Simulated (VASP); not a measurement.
# Ni (Fm-3m) in VASP: single point with PBE

Aim: the single point of Ni with PBE.

All numbers are computed with VASP 6.6.1; they aren't measurements. Logs are shortened: lines on timing, memory, paths and dates and some standing lists are left out, and cuts for length are marked.

## 1. The cell of the first run

Symmetry: Fm-3m, No. 225, cubic system. Conventional cell: a = 3.377 Å, b = 3.377 Å, c = 3.377 Å, α = 90.00°, β = 90.00°, γ = 90.00°. Within 3.2 Å of Ni (site symmetry m-3m) lie 12 Ni at 2.39 Å.

## 2. Single point, PBE, collinear spin, ferromagnetic start (Ti replaced by Ni, lengths x 0.865, strained)

Contents of INCAR:

```
SYSTEM = Ni
PREC = Accurate ; ENCUT = 520
EDIFF = 1E-6 ; ISMEAR = 0
SIGMA = 0.1 ; LREAL = .FALSE.
LASPH = .TRUE. ; NELM = 150
ALGO = Normal ; ISIF = 2
LWAVE = .FALSE. ; LCHARG = .FALSE.
ISPIN = 2 ; MAGMOM = 0.8
LORBIT = 11 ; LMAXMIX = 4
GGA = PE ; NBANDS = 15
```

Contents of KPOINTS:

```
Automatic mesh
0
G
  22 22 22
  0 0 0
```

Contents of POSCAR:

```
Ni
1.0
    0.0000000000      1.6883810440      1.6883810440
    1.6883810440      0.0000000000      1.6883810440
    1.6883810440      1.6883810440      0.0000000000
Ni
1
Direct
    0.0000000000      0.0000000000      0.0000000000
```

Potentials or basis: VASP PAW PBE potentials, release 64 (Ni).

Command:

```sh
$ cat potpaw_PBE.64/Ni/POTCAR > POTCAR
$ mpirun -np 1 vasp_std > vasp.out
```

OUTCAR:

```text
SYSTEM = Ni
   PREC = Accurate
   ENCUT = 520
   EDIFF = 1E-6
   ISMEAR = 0
   LREAL = .FALSE.
   LASPH = .TRUE.
   NELM = 150
   ISIF = 2
   ISPIN = 2
   LORBIT = 11
   GGA = PE

 ion  position               nearest neighbor table
   1  0.000  0.000  0.000-

  LATTYP: Found a face centered cubic cell.
 ALAT       =     3.3767620880

  Lattice vectors:

 A1 = (   0.0000000000,   1.6883810440,   1.6883810440)
 A2 = (   1.6883810440,   0.0000000000,   1.6883810440)
 A3 = (   1.6883810440,   1.6883810440,   0.0000000000)

Analysis of symmetry for initial positions (statically):
=====================================================================
 Subroutine PRICEL returns:
 Original cell was already a primitive cell.

 Routine SETGRP: Setting up the symmetry group for a
 face centered cubic supercell.

 Subroutine GETGRP returns: Found 48 space group operations
 (whereof 48 operations were pure point group operations)
 out of a pool of 48 trial point group operations.

The static configuration has the point symmetry O_h .

Analysis of symmetry for dynamics (positions and initial velocities):
=====================================================================
 Subroutine PRICEL returns:
 Original cell was already a primitive cell.

 Routine SETGRP: Setting up the symmetry group for a
 face centered cubic supercell.

 Subroutine GETGRP returns: Found 48 space group operations
 (whereof 48 operations were pure point group operations)
 out of a pool of 48 trial point group operations.

The dynamic configuration has the point symmetry O_h .

Analysis of structural, dynamic, and magnetic symmetry:
=====================================================================
 Subroutine PRICEL returns:
 Original cell was already a primitive cell.

 Routine SETGRP: Setting up the symmetry group for a
 face centered cubic supercell.

 Subroutine GETGRP returns: Found 48 space group operations
 (whereof 48 operations were pure point group operations)
 out of a pool of 48 trial point group operations.

The overall configuration has the point symmetry O_h .

 Subroutine INISYM returns: Found 48 space group operations
 (whereof 48 operations are pure point group operations),
 and found     1 'primitive' translations

----------------------------------------------------------------------------------------

                                     Primitive cell

  volume of cell :       9.6259

  direct lattice vectors                    reciprocal lattice vectors
     0.000000000  1.688381044  1.688381044    -0.296141681  0.296141681  0.296141681
     1.688381044  0.000000000  1.688381044     0.296141681 -0.296141681  0.296141681
     1.688381044  1.688381044  0.000000000     0.296141681  0.296141681 -0.296141681

  length of vectors
     2.387731371  2.387731371  2.387731371     0.512932437  0.512932437  0.512932437

[... 124 lines left out ...]

  energy without entropy =       -5.35200405  energy(sigma->0) =       -5.35606118

 E-fermi :  11.2306     XC(G=0): -13.9946

 val. band max:       11.2274374371   @ k =  -0.4091   0.0455   0.0000
 cond. band min:      11.2343395690   @ k =   0.4091   0.3182   0.0455
 fundamental gap:      0.0069021319
 Fermi energy:        11.2305710884

 spin component 1

 k-point     1 :       0.0000    0.0000    0.0000
  band No.  band energies     occupation
      1       1.3300      1.00000
      2       8.4661      1.00000
      3       8.4661      1.00000
      4       8.4661      1.00000
      5       9.8589      1.00000
      6       9.8589      1.00000
      7      35.9787      0.00000
      8      40.8183      0.00000
      9      40.8183      0.00000
     10      40.8183      0.00000
     11      44.2700      0.00000
     12      44.2700      0.00000
     13      44.2700      0.00000
     14      46.8438      0.00000
[... 403 lines left out ...]
      4       9.9459      1.00000
      5      10.6181      1.00000
      6      11.3466      0.05041
      7      18.0860      0.00000
      8      34.0578      0.00000
      9      37.0749      0.00000
     10      37.8159      0.00000
     11      41.4346      0.00000
     12      42.1395      0.00000
     13      48.5095      0.00000
     14      56.7545      0.00000
     15      60.0369      0.00000

 [... further k-points ...]

 spin component 2

 k-point     1 :       0.0000    0.0000    0.0000
  band No.  band energies     occupation
      1       1.3080      1.00000
      2       9.1894      1.00000
      3       9.1894      1.00000
      4       9.1894      1.00000
      5      10.4274      1.00000
      6      10.4274      1.00000
      7      35.8444      0.00000
      8      40.7951      0.00000
      9      40.7951      0.00000
     10      40.7951      0.00000
     11      44.3860      0.00000
     12      44.3860      0.00000
     13      44.3860      0.00000
     14      46.7430      0.00000
[... 403 lines left out ...]
      4      10.2103      1.00000
      5      11.3516      0.04346
      6      11.8101      0.00000
      7      18.4897      0.00000
      8      33.9668      0.00000
      9      37.1518      0.00000
     10      37.9041      0.00000
     11      41.4955      0.00000
     12      42.1855      0.00000
     13      48.6737      0.00000
     14      58.0847      0.00000
     15      60.1344      0.00000

 [... further k-points ...]

------------------------ aborting loop because EDIFF is reached ----------------------------------------

  FORCE on cell =-STRESS in cart. coord.  units (eV):
  Direction    XX          YY          ZZ          XY          YZ          ZX
  --------------------------------------------------------------------------------------
  -------------------------------------------------------------------------------------
  Total        1.9554830      1.9554830      1.9554830      0.0000000      0.0000000     -0.0000000
  in kB      325.4791979    325.4791979    325.4791979      0.0000000      0.0000000     -0.0000000
  external PRESSURE =     325.4791979 kB  Pullay stress =       0.0000000 kB

 VOLUME and BASIS-vectors are now :
 -----------------------------------------------------------------------------
  energy-cutoff  :      520.00
  volume of cell :        9.63
      direct lattice vectors                 reciprocal lattice vectors
     0.000000000  1.688381044  1.688381044    -0.296141681  0.296141681  0.296141681
     1.688381044  0.000000000  1.688381044     0.296141681 -0.296141681  0.296141681
     1.688381044  1.688381044  0.000000000     0.296141681  0.296141681 -0.296141681

 POSITION                                       TOTAL-FORCE (eV/Angst)
 -----------------------------------------------------------------------------------
      0.00000      0.00000      0.00000         0.000000      0.000000      0.000000
 -----------------------------------------------------------------------------------
    total drift:                                0.000000     -0.000000     -0.000000

  FREE ENERGIE OF THE ION-ELECTRON SYSTEM (eV)
  ---------------------------------------------------
  free  energy   TOTEN  =        -5.3601183199 eV

  energy  without entropy=       -5.3520040490  energy(sigma->0) =       -5.35606118

 total charge

# of ion       s       p       d       tot
------------------------------------------
    1        0.555   0.618   8.384   9.557

 magnetization (x)

# of ion       s       p       d       tot
------------------------------------------
    1       -0.006  -0.026   0.637   0.605
```

OSZICAR:

```text
N       E                     dE             d eps       ncg     rms          rms(c)
DAV:   1     0.325868520847E+02    0.32587E+02   -0.41675E+03 21144   0.883E+02
DAV:   2    -0.503963430117E+01   -0.37626E+02   -0.34967E+02 22186   0.165E+02
DAV:   3    -0.636419992726E+01   -0.13246E+01   -0.13121E+01 24216   0.303E+01
DAV:   4    -0.637053933899E+01   -0.63394E-02   -0.63383E-02 24609   0.200E+00
DAV:   5    -0.637058978226E+01   -0.50443E-04   -0.50443E-04 24876   0.158E-01    0.113E+01
DAV:   6    -0.558319067591E+01    0.78740E+00   -0.10752E+01 28407   0.373E+01    0.506E+00
DAV:   7    -0.538198403616E+01    0.20121E+00   -0.14439E+00 24727   0.125E+01    0.242E+00
DAV:   8    -0.536227036629E+01    0.19714E-01   -0.23062E-02 28387   0.109E+00    0.960E-01
DAV:   9    -0.536044005846E+01    0.18303E-02   -0.12189E-03 32386   0.207E-01    0.255E-01
DAV:  10    -0.536012544269E+01    0.31462E-03   -0.24111E-04 32009   0.826E-02    0.543E-02
DAV:  11    -0.536011793072E+01    0.75120E-05   -0.62014E-05 29081   0.644E-02    0.245E-02
DAV:  12    -0.536011831991E+01   -0.38919E-06   -0.89432E-07 18783   0.960E-03
   1 F= -.53601183E+01 E0= -.53560612E+01  d E =-.811427E-02  mag=     0.6041
```

It took 1.9 min on 1 thread of Intel Xeon 8259CL, shared host; peak memory 0.18 GiB.

Results:

| Property | Result |
| --- | --- |
| Free energy | -5.3601 eV |
| Pressure | 32.5 GPa |
| Net moment | 0.60 μB per cell |
| Site moments | Ni +0.60 μB |
| Valence electrons inside the program's atomic spheres | Ni 9.56 |

Levels at points of the mesh, in eV from the Fermi level:
Spin up:
| k point | band 1 | band 2 | band 3 | band 4 | band 5 | band 6 | band 7 | band 8 | band 9 | band 10 |
| --- | --- | --- | --- | --- | --- | --- | --- | --- | --- | --- |
| (0.00, 0.00, 0.00) | -9.90 | -2.76 | -2.76 | -2.76 | -1.37 | -1.37 | 24.75 | 29.59 | 29.59 | 29.59 |
| (0.50, 0.00, 0.00) | -5.55 | -2.76 | -2.76 | -0.57 | -0.57 | -0.53 | 6.60 | 23.18 | 26.88 | 26.88 |
| (0.50, 0.50, 0.00) | -5.45 | -4.89 | -0.52 | -0.40 | -0.40 | 2.53 | 10.37 | 16.01 | 16.01 | 21.35 |
Spin down:
| k point | band 1 | band 2 | band 3 | band 4 | band 5 | band 6 | band 7 | band 8 | band 9 | band 10 |
| --- | --- | --- | --- | --- | --- | --- | --- | --- | --- | --- |
| (0.00, 0.00, 0.00) | -9.92 | -2.04 | -2.04 | -2.04 | -0.80 | -0.80 | 24.61 | 29.56 | 29.56 | 29.56 |
| (0.50, 0.00, 0.00) | -5.14 | -2.17 | -2.17 | -0.57 | 0.17 | 0.17 | 7.02 | 23.06 | 26.97 | 26.97 |
| (0.50, 0.50, 0.00) | -5.12 | -4.31 | 0.08 | 0.44 | 0.44 | 2.51 | 10.62 | 16.03 | 16.03 | 21.54 |

Caveat: the cell differs from its parent crystal (Ti replaced by Ni, lengths x 0.865, strained); the cell stands under pressure.
